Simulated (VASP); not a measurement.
Runs of VASP 6.6.1 on Sb. The structure is that of space group Fm-3m (No. 225), or close to it. The cells are those of the table. 

| cell | gap on the mesh (eV) | pressure (GPa) |
| --- | --- | --- |
| a = 3.328, b = 3.353 Å, angles 59.8, 60.5, 59.8°, 1 atom | none | (a) |
| a = 3.379, b = 3.353 Å, angles 60.2, 59.5, 60.2°, 1 atom | none | (b) |
| a = 3.362, b = 3.353 Å, angles 60.1, 59.8, 60.1°, 1 atom | none | -1.7 |
| a = 3.337, b = 3.353 Å, angles 59.8, 60.3, 59.8°, 1 atom | none | -0.8 |
| a = 3.320, b = 3.353 Å, angles 59.7, 60.7, 59.7°, 1 atom | none | -0.1 |

Alike in all rows: task single point; level PBE+D3(BJ); potentials or basis VASP PAW PBE potentials, release 64 (Sb); no spin polarisation; k mesh 18 × 18 × 18; cutoff (eV) 520; smearing gaussian 0.15 eV.

Estimate the missing entries.

(a) -0.5; (b) -2.3.

Caveats: spin-orbit coupling is left out, which moves the levels of the heavy elements; pairwise dispersion overbinds metals, which lowers pressure and volume.

A k mesh can miss the band edges, and the runs leave out spin-orbit coupling on Sb.

A gap of «none» marks levels without a gap at the run's occupations.
